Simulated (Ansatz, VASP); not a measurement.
## CuI in VASP and in Ansatz

```
Cu I
1.0
     0.00000    3.03150    3.03150
     3.03150    0.00000    3.03150
     3.03150    3.03150    0.00000
Cu I
1 1
Direct
  0.75000 0.75000 0.75000
  0.00000 0.00000 0.00000
```

Alike in both runs: task single point; functional PBE; k mesh 8 × 8 × 8; occupations gaussian, width 0.05 eV; no spin polarisation.

|  | VASP | Ansatz |
| --- | --- | --- |
| version | VASP 6.6.1 | Ansatz 0.2.0 |
| potentials or method | VASP PAW PBE potentials, release 64 (Cu, I), cutoff 520 eV | scalar-relativistic, plane waves, PAW |
| valence electrons in the cell | 18 | 36 |

VASP gave:

| Property | Result |
| --- | --- |
| gap on the k mesh at the Fermi level (eV) | 1.14 |
| least direct gap on the mesh (eV) | 1.14 |
| pressure (GPa) | 0.3 |

Q: Estimate Ansatz's values.

A: gap on the k mesh at the Fermi level (eV): 1.12; least direct gap on the mesh (eV): 1.12; pressure (GPa): 0.3.

With one functional, cell and mesh, what is left measures potentials, basis and numerics. VASP's potentials hold 18 valence electrons a cell and Ansatz's 36, so a difference there can come from the potentials and not from the codes.

Spin-orbit coupling is off throughout.
